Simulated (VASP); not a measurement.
# P (Pm-3m) in VASP: elastic constants with PBEsol+D3(BJ)

Aim: the elastic constants of P with PBEsol+D3(BJ).

All numbers are computed with VASP 6.6.1; they aren't measurements. Logs are shortened: lines on timing, memory, paths and dates and some standing lists are left out, and cuts for length are marked.

**1. The cell of the first run**

The structure is cubic, space group Pm-3m (No. 221). The conventional cell has a = 2.393 Å, b = 2.393 Å, c = 2.393 Å, α = 90.00°, β = 90.00°, γ = 90.00°. P (site symmetry m-3m) has 6 P at 2.39 Å within 3.2 Å.

This isn't the form of P at room conditions, which is orthorhombic.

**2. Elastic constants, PBEsol+D3(BJ)**

File INCAR:

```
PREC = Accurate ; ENCUT = 600
EDIFF = 1E-8 ; ISMEAR = -1
SIGMA = 0.15 ; LREAL = F
LASPH = T ; NELM = 60
ALGO = Normal ; ISIF = 3
LWAVE = F ; LCHARG = T
GGA = PS ; IVDW = 12
NBANDS = 8 ; IBRION = 6
NFREE = 2 ; POTIM = 0.015
NSW = 1
```

File KPOINTS:

```
regular mesh
0
Gamma
  20 20 20
```

File POSCAR:

```
P
1.0
    2.3930632693      0.0000000000      0.0000000000
    0.0000000000      2.3930632693      0.0000000000
    0.0000000000      0.0000000000      2.3930647578
P
1
Direct
    0.0000000000      0.0000000000      0.0000000000
```

Potentials or basis: VASP PAW PBE potentials, release 64 (P).

Run with:

```bash
$ cat potpaw_PBE.64/P/POTCAR > POTCAR
$ mpirun -np 1 vasp_std > vasp.out
```

OUTCAR:

```text
PREC = Accurate
   ENCUT = 600
   EDIFF = 1E-8
   ISMEAR = -1
   LREAL = F
   LASPH = T
   NELM = 60
   ISIF = 3
   GGA = PS
   IVDW = 12
   IBRION = 6
   NFREE = 2
   POTIM = 0.015
   NSW = 1
 IVDW          = 12

 ion  position               nearest neighbor table
   1  0.000  0.000  0.000-

  LATTYP: Found a simple cubic cell.
 ALAT       =     2.3930632693

  Lattice vectors:

 A1 = (   2.3930632693,   0.0000000000,   0.0000000000)
 A2 = (   0.0000000000,   2.3930632693,   0.0000000000)
 A3 = (   0.0000000000,   0.0000000000,   2.3930647578)

Analysis of symmetry for initial positions (statically):
=====================================================================
 Subroutine PRICEL returns:
 Original cell was already a primitive cell.

 Routine SETGRP: Setting up the symmetry group for a
 simple cubic supercell.

 Subroutine GETGRP returns: Found 48 space group operations
 (whereof 48 operations were pure point group operations)
 out of a pool of 48 trial point group operations.

The static configuration has the point symmetry O_h .

Analysis of symmetry for dynamics (positions and initial velocities):
=====================================================================
 Subroutine PRICEL returns:
 Original cell was already a primitive cell.

 Routine SETGRP: Setting up the symmetry group for a
 simple cubic supercell.

 Subroutine GETGRP returns: Found 48 space group operations
 (whereof 48 operations were pure point group operations)
 out of a pool of 48 trial point group operations.

The dynamic configuration has the point symmetry O_h .

 Subroutine INISYM returns: Found 48 space group operations
 (whereof 48 operations are pure point group operations),
 and found     1 'primitive' translations

----------------------------------------------------------------------------------------

                                     Primitive cell

  volume of cell :      13.7045

  direct lattice vectors                    reciprocal lattice vectors
     2.393063269  0.000000000  0.000000000     0.417874451  0.000000000  0.000000000
     0.000000000  2.393063269  0.000000000     0.000000000  0.417874451  0.000000000
     0.000000000  0.000000000  2.393064758     0.000000000  0.000000000  0.417874191

  length of vectors
     2.393063269  2.393063269  2.393064758     0.417874451  0.417874451  0.417874191

  position of ions in fractional coordinates (direct lattice)
     0.000000000  0.000000000  0.000000000

  ion indices of the primitive-cell ions
   primitive index   ion index
                 1           1

----------------------------------------------------------------------------------------

 KPOINTS: regular mesh

Automatic generation of k-mesh.
 Grid dimensions read from file:
 generate k-points for:   20   20   20

 Generating k-lattice:

  Cartesian coordinates                     Fractional coordinates (reciprocal lattice)
     0.020893723  0.000000000  0.000000000     0.050000000  0.000000000  0.000000000
     0.000000000  0.020893723  0.000000000     0.000000000  0.050000000  0.000000000
     0.000000000  0.000000000  0.020893710     0.000000000  0.000000000  0.050000000

  Length of vectors
     0.020893723  0.020893723  0.020893710

  Shift w.r.t. Gamma in fractional coordinates (k-lattice)
[... 64 lines left out ...]
   NUPDOWN=      -1.0000    fix difference up-down
   EMIN   =  10.00;   EMAX   =-10.00  energy-range for DOS
   EFERMI =   0.00;   METHOD = LEGACY
   ISMEAR =    -1;   SIGMA  =   0.15  broadening in eV -4-tet -1-fermi 0-gaus
   EFERMI_NEDOS =   21; number of points for ismear=-14 and -15
   IALGO  =     38    algorithm
   IMIX   =      4    mixing-type and parameters
     AMIX     =   0.40;   BMIX     =  1.00
     AMIX_MAG =   1.60;   BMIX_MAG =  1.00
  volume/ion in A,a.u.               =      13.70        92.48
  Fermi-wavevector in a.u.,A,eV,Ry     =   1.169797  2.210596 18.618558  1.368425
  Thomas-Fermi vector in A             =   2.306265
   LORBIT       =      0    0 simple, 1 ext, 2 COOP (PROOUT), +10 PAW based schemes
   GGA     = PS    functional components
   LHFCALC =     F    Hartree Fock is set to
   AEXX    =    0.0000 exact exchange contribution
   IVDW    =    12    specifies the selected vdW correction
   LEPSILON=     F    determine dielectric tensor
   LRPA    =     F    only Hartree local field effects (RPA)
 finite differences with symmetry
 non-spin polarized calculation
  energy-cutoff  :      600.00
  volume of cell :       13.70
 maximum number of plane-waves:       480
 NGX is ok and might be reduce to    20
   NGX =  9   NGY =  9   NGZ =  9

--------------------------------------- Ionic step        1  -------------------------------------------

 number of electron       5.0000000 magnetization

 Free energy of the ion-electron system (eV)
  ---------------------------------------------------
  ext. energy  EPLUGINS =         0.00000000
  ---------------------------------------------------
  free energy    TOTEN  =        -5.77452904 eV

  energy without entropy =       -5.75047678  energy(sigma->0) =       -5.76250291

------------------------ aborting loop because EDIFF is reached ----------------------------------------

 Edisp (eV)   -0.41366

 E8    (eV) :    -0.2454
[... 102 lines left out ...]
  FREE ENERGIE OF THE ION-ELECTRON SYSTEM (eV)
  ---------------------------------------------------
  free  energy   TOTEN  =        -6.1851524561 eV

  energy  without entropy=       -6.1615953086  energy(sigma->0) =       -6.17337388

[... ionic steps 4 to 12 ...]

--------------------------------------- Ionic step       13  -------------------------------------------

 number of electron       5.0000000 magnetization

------------------------ aborting loop because EDIFF is reached ----------------------------------------
[... 73 lines left out ...]
--------------------------------------- Ionic step       15  -------------------------------------------

 number of electron       5.0000000 magnetization

 Free energy of the ion-electron system (eV)
  ---------------------------------------------------
  ext. energy  EPLUGINS =         0.00000000
  ---------------------------------------------------
  free energy    TOTEN  =        -5.77452885 eV

  energy without entropy =       -5.75047660  energy(sigma->0) =       -5.76250272

 E-fermi :  10.5872     XC(G=0): -11.6410

 val. band max:       10.5702915962   @ k =   0.2500   0.2000   0.0500
 cond. band min:      10.5885603660   @ k =   0.2000   0.2000   0.0000
 fundamental gap:      0.0182687698
 Fermi energy:        10.5871582490

 k-point     1 :       0.0000    0.0000    0.0000
  band No.  band energies     occupation
      1      -6.6681      2.00000
      2      15.8237      0.00000
      3      15.8237      0.00000
      4      15.8237      0.00000
      5      17.2313      0.00000
      6      17.2313      0.00000
      7      25.2892      0.00000
      8      35.8046      0.00000
[... 243 lines left out ...]
 k-point    24 :       0.2000    0.1000    0.0000
  band No.  band energies     occupation
      1      -5.4763      2.00000
      2       9.0897      1.99991
      3      13.5850      0.00000
      4      16.7616      0.00000
      5      19.9187      0.00000
      6      24.0375      0.00000
      7      27.9495      0.00000
      8      30.2529      0.00000

 [... further k-points ...]

------------------------ aborting loop because EDIFF is reached ----------------------------------------

 Edisp (eV)   -0.41366

 E8    (eV) :    -0.2454
[... 24 lines left out ...]
  FREE ENERGIE OF THE ION-ELECTRON SYSTEM (eV)
  ---------------------------------------------------
  free  energy   TOTEN  =        -6.1881899553 eV

  energy  without entropy=       -6.1641377025  energy(sigma->0) =       -6.17616383

 INTERNAL STRAIN TENSORS FROM STRAINED CELLS
 ============================================

 INTERNAL STRAIN TENSOR FOR ION    1 for displacements in x,y,z  (eV/Angst):
          X           Y           Z          XY          YZ          ZX
  --------------------------------------------------------------------------------
  x     0.00000     0.00000     0.00000     0.00000     0.00000    -0.00000
  y     0.00000     0.00000     0.00000     0.00000     0.00000     0.00000
  z     0.00000     0.00000     0.00000     0.00000     0.00000     0.00000

 INTERNAL STRAIN TENSORS FROM DISPLACED ATOMS
 ============================================

 INTERNAL STRAIN TENSOR FOR ION    1 for displacements in x,y,z  (eV/Angst):
          X           Y           Z          XY          YZ          ZX
  --------------------------------------------------------------------------------
  x     0.00000     0.00000     0.00000     0.00000     0.00000     0.00000
  y     0.00000     0.00000     0.00000     0.00000     0.00000     0.00000
  z     0.00000     0.00000     0.00000     0.00000     0.00000     0.00000

 Eigenvectors and eigenvalues of the dynamical matrix
 ----------------------------------------------------

   1 f  =    0.000000 THz     0.000000 2PiTHz    0.000000 cm-1     0.000000 meV
             X         Y         Z           dx          dy          dz
      0.000000  0.000000  0.000000     0.000000    0.000000    1.000000

   2 f  =    0.000000 THz     0.000000 2PiTHz    0.000000 cm-1     0.000000 meV
             X         Y         Z           dx          dy          dz
      0.000000  0.000000  0.000000    -0.164399   -0.986394    0.000000

   3 f  =    0.000000 THz     0.000000 2PiTHz    0.000000 cm-1     0.000000 meV
             X         Y         Z           dx          dy          dz
      0.000000  0.000000  0.000000     0.986394   -0.164399    0.000000

--------------------------------------------------------------------------------------------------------

 ELASTIC MODULI CONTR FROM IONIC RELAXATION (kBar)
 Direction    XX          YY          ZZ          XY          YZ          ZX
 --------------------------------------------------------------------------------
 XX           0.0000      0.0000      0.0000      0.0000      0.0000      0.0000
 YY           0.0000      0.0000      0.0000      0.0000      0.0000      0.0000
 ZZ           0.0000      0.0000      0.0000      0.0000      0.0000      0.0000
 XY           0.0000      0.0000      0.0000      0.0000      0.0000      0.0000
 YZ           0.0000      0.0000      0.0000      0.0000      0.0000      0.0000
 ZX           0.0000      0.0000      0.0000      0.0000      0.0000      0.0000
 --------------------------------------------------------------------------------

 TOTAL ELASTIC MODULI (kBar)
 Direction    XX          YY          ZZ          XY          YZ          ZX
 --------------------------------------------------------------------------------
 XX        2879.3671    562.2980    562.2987      0.0000     -0.0000     -0.0000
 YY         562.2980   2879.3671    562.2987      0.0000      0.0000      0.0000
 ZZ         562.2987    562.2987   2879.3743     -0.0000      0.0000      0.0000
 XY           0.0000      0.0000     -0.0000    615.9648      0.0000      0.0000
 YZ           0.0000      0.0000      0.0000      0.0000    615.9656      0.0000
 ZX           0.0000      0.0000      0.0000      0.0000      0.0000    615.9656
 --------------------------------------------------------------------------------
```

It took 6.5 min on 1 thread of Intel Xeon 6975P-C (Granite Rapids), shared host; peak memory 0.52 GiB.

What came out:

| Item | Value |
| --- | --- |
| Elastic constants C11, C12, C44 | 288, 56, 62 GPa |
| Voigt bulk modulus | 133 GPa |
| Dispersion energy per atom | -0.414 eV |

Elastic tensor in Voigt notation (GPa, in the Cartesian axes of the cell as first typed):
```
288  56  56   0   0   0
 56 288  56   0   0   0
 56  56 288   0   0   0
  0   0   0  62   0   0
  0   0   0   0  62   0
  0   0   0   0   0  62
```

Clamped-ion elastic tensor (GPa):
```
288  56  56   0   0   0
 56 288  56   0   0   0
 56  56 288   0   0   0
  0   0   0  62   0   0
  0   0   0   0  62   0
  0   0   0   0   0  62
```

Caveat: the PAW data sets were made with another functional, which shifts forces and pressure a little.
